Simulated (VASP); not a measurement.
Wanted: the native input for a VASP 6.6.1 run.

- Task: single point
- Functional: PBE
- Potentials or basis: VASP PAW PBE potentials, release 64 (Mn_pv, H)
- Cutoff: 520 eV
- k mesh: 14 × 14 × 14
- Occupations: gaussian, width 0.1 eV
- Spin: collinear spin, ferromagnetic start
- Starting moments: [2.65, 0.0, 0.0, 0.0, 0.0] μB
- Dipole correction: no
- Further INCAR settings: ALGO = Fast; EDIFF = 1e-06; NBANDS = 20

The structure of MnH4 lies in POSCAR:

```
MnH4
1.0
   -2.0079305375      2.0079305375      2.0079305375
    2.0079305375     -2.0079305375      2.0079305375
    2.0079305375      2.0079305375     -2.0079305375
Mn H
1 4
Direct
    0.0000000000      0.0000000000      0.0000000000
    0.0000000000      0.0000000000      0.5000000000
    0.5000000000      0.0000000000      0.0000000000
    0.5000000000      0.5000000000      0.5000000000
    0.0000000000      0.5000000000      0.0000000000
```

The cell was generated, and may not be a known phase.

These files were run (other wordings do the same):

INCAR

```
SYSTEM = MnH4
PREC = Accurate
ENCUT = 520
EDIFF = 1E-6
ISMEAR = 0
SIGMA = 0.1
LREAL = .FALSE.
LASPH = .TRUE.
NELM = 150
ALGO = Fast
ISIF = 2
LWAVE = .FALSE.
LCHARG = .TRUE.
ISPIN = 2
MAGMOM = 2.65 0 0 0 0
LORBIT = 11
LMAXMIX = 4
GGA = PE
LELF = .TRUE.
LVHAR = .TRUE.
NBANDS = 20
```

KPOINTS

```
regular mesh
0
G
  14 14 14
  0 0 0
```

Potentials or basis: VASP PAW PBE potentials, release 64 (Mn_pv, H).

Command:

```console
$ cat potpaw_PBE.64/Mn_pv/POTCAR potpaw_PBE.64/H/POTCAR > POTCAR
$ mpirun -np 1 vasp_std > vasp.out
```

It gave:

| Quantity | Value |
| --- | --- |
| Pressure | -0.1 GPa |
| Net moment | 2.95 μB per cell |
| Site moments | Mn +3.05; H -0.04 μB |
| Valence electrons inside the program's atomic spheres | Mn 11.69; H 0.54 |

Run time: 5.1 min on 1 thread of Oxide Virtual Turin-like Processor, with other jobs on the host, peak memory 0.21 GiB.
